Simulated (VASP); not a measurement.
Write the native input for VASP 6.6.1 that does the following.

| Quantity | Value |
| --- | --- |
| Task | single point |
| Functional | PBE |
| Potentials or basis | VASP PAW PBE potentials, release 64 (Ru_pv, Br, F) |
| Cutoff | 520 eV |
| k mesh | 10 × 10 × 10 |
| Occupations | gaussian, width 0.1 eV |
| Spin | collinear spin, ferromagnetic start |
| Starting moments | [1.74, 0.78, 0.15, 0.15, 0.15] μB |
| Dipole correction | no |
| Further INCAR settings | ALGO = Normal; EDIFF = 1e-06; NBANDS = 33 |

The structure of RuBrF3 lies in POSCAR:

```
RuBrF3
1.0
    4.1910893883      0.0000000000      0.0000000000
    0.0000000000      4.1910893883      0.0000000000
    0.0000000000      0.0000000000      4.1910893883
Ru Br F
1 1 3
Direct
    0.0000000000      0.0000000000      0.0000000000
    0.5000000000      0.5000000000      0.5000000000
    0.5000000000      0.0000000000      0.0000000000
    0.0000000000      0.5000000000      0.0000000000
    0.0000000000      0.0000000000      0.5000000000
```

The cell was built from a structure type or drawn by symmetry, and may not be a known phase.

The input as run:

INCAR

```
SYSTEM = RuBrF3
PREC = Accurate
ENCUT = 520
EDIFF = 1E-6
ISMEAR = 0
SIGMA = 0.1
LREAL = .False.
LASPH = .True.
NELM = 150
ALGO = Normal
ISIF = 2
LWAVE = .False.
LCHARG = .True.
ISPIN = 2
MAGMOM = 1.74 0.78 0.15 0.15 0.15
LORBIT = 11
LMAXMIX = 4
GGA = PE
LELF = .True.
LVHAR = .True.
NBANDS = 33
```

KPOINTS

```
Automatic mesh
0
Gamma
  10 10 10
  0 0 0
```

Potentials or basis: VASP PAW PBE potentials, release 64 (Ru_pv, Br, F).

Command:

```console
$ cat potpaw_PBE.64/Ru_pv/POTCAR potpaw_PBE.64/Br/POTCAR potpaw_PBE.64/F/POTCAR > POTCAR
$ mpirun -np 1 vasp_std > vasp.out
```

Results of the run:

```
Pressure                                              : 0.0 GPa
Net moment                                            : 3.53 μB per cell
Site moments                                          : Ru +2.19; Br +0.64; F +0.13 μB
Valence electrons inside the program's atomic spheres : Ru 11.94; Br 4.75; F 6.04
```

Run time: 100 s on 1 thread of Intel(R) Xeon(R) 6975P-C (Granite Rapids), with other jobs on the host, peak memory 0.33 GiB.
